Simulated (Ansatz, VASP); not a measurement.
**Two plane-wave programs on HC20**

```
C H
1.0
     7.20155    0.00000    0.00000
    -3.31941    7.79078    0.00000
     0.00000    0.00000   22.79168
C H
40 2
Direct
  0.25011 0.16670 0.17550
  0.25011 0.66670 0.17550
  0.75011 0.16670 0.17550
  0.75011 0.66670 0.17550
  0.24989 0.33330 0.17550
  0.24989 0.83330 0.17550
  0.74989 0.33330 0.17550
  0.74989 0.83330 0.17550
  0.25011 0.41670 0.22913
  0.25011 0.91670 0.22913
  0.75011 0.41670 0.22913
  0.75011 0.91670 0.22913
  0.24989 0.08330 0.22913
  0.24989 0.58330 0.22913
  0.74989 0.08330 0.22913
  0.74989 0.58330 0.22913
  0.25005 0.16765 0.28273
  0.25005 0.66765 0.28273
  0.75005 0.16765 0.28273
  0.75005 0.66765 0.28273
  0.24995 0.33235 0.28273
  0.24995 0.83235 0.28273
  0.74995 0.33235 0.28273
  0.74995 0.83235 0.28273
  0.25006 0.41834 0.33654
  0.25006 0.91834 0.33654
  0.75006 0.41834 0.33654
  0.75006 0.91834 0.33654
  0.24994 0.08166 0.33654
  0.24994 0.58166 0.33654
  0.74994 0.08166 0.33654
  0.74994 0.58166 0.33654
  0.25019 0.17717 0.38574
  0.25019 0.67717 0.38574
  0.75019 0.17717 0.38574
  0.75019 0.67717 0.38574
  0.24981 0.32283 0.38574
  0.24981 0.82283 0.38574
  0.74981 0.32283 0.38574
  0.74981 0.82283 0.38574
  0.99981 0.25310 0.49982
  0.99981 0.39256 0.49982
```

Alike in both runs: task single point; functional LDA; k mesh 4 × 4 × 1; occupations gaussian, width 0.05 eV; no spin polarisation.

|  | VASP | Ansatz |
| --- | --- | --- |
| version | VASP 6.6.1 | Ansatz 0.2.0 |
| potentials or method | VASP PAW LDA potentials, release 64 (C, H), cutoff 520 eV | scalar-relativistic, plane waves, PAW |
| valence electrons in the cell | 162 | 162 |

|  | VASP | Ansatz | Ansatz less VASP |
| --- | --- | --- | --- |
| gap on the k mesh at the Fermi level (eV) | none | none | - |
| rms of the force components (eV/Å) | 1.865 | 1.872 | +0.0078 |
| work function, face that differs most (eV) | 6.67 | 6.68 | +0.006 |

Ansatz warns that its potentials were made for another functional, while VASP's fit it. LDA's correlation is that of Perdew and Zunger in VASP and of Perdew and Wang (1992) in Ansatz. Atom by atom the forces differ by 0.029 eV/Å (rms over components). A gap of «none» marks a metal or a gap that the smearing closes.
